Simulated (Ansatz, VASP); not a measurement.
InSe: VASP beside Ansatz

```
In Se
1.0
     1.98031    1.14333    8.06036
    -1.98031    1.14333    8.06036
     0.00000   -2.28666    8.06036
In Se
2 2
Direct
  0.99886 0.99886 0.99886
  0.11253 0.11253 0.11253
  0.61219 0.61219 0.61219
  0.83242 0.83242 0.83242
```

Alike in both runs: functional PBEsol; dispersion D3(BJ); k mesh 12 × 12 × 12; occupations gaussian, width 0.02 eV; no spin polarisation.

Ansatz relaxed the structure, and its values are those at the end. VASP's run is a single point on that final structure, the one shown.

|  | VASP | Ansatz |
| --- | --- | --- |
| version | VASP 6.6.1 | Ansatz 0.2.0 |
| potentials or method | VASP PAW PBE potentials, release 64 (In_d, Se), cutoff 520 eV | scalar-relativistic, plane waves, PAW |
| valence electrons in the cell | 38 | 58 |

```csv
,VASP,Ansatz,Ansatz less VASP
gap on the k mesh at the Fermi level (eV),0.33,0.34,+0.013
least direct gap on the mesh (eV),0.33,0.34,+0.013
pressure (GPa),0.1,0.0,-0.08
rms of the force components (eV/Å),0.012,0.000,-0.0117
```

VASP's potentials were made for PBE, not for PBEsol. VASP's potentials hold 38 valence electrons a cell and Ansatz's 58, so a difference there can come from the potentials and not from the codes.
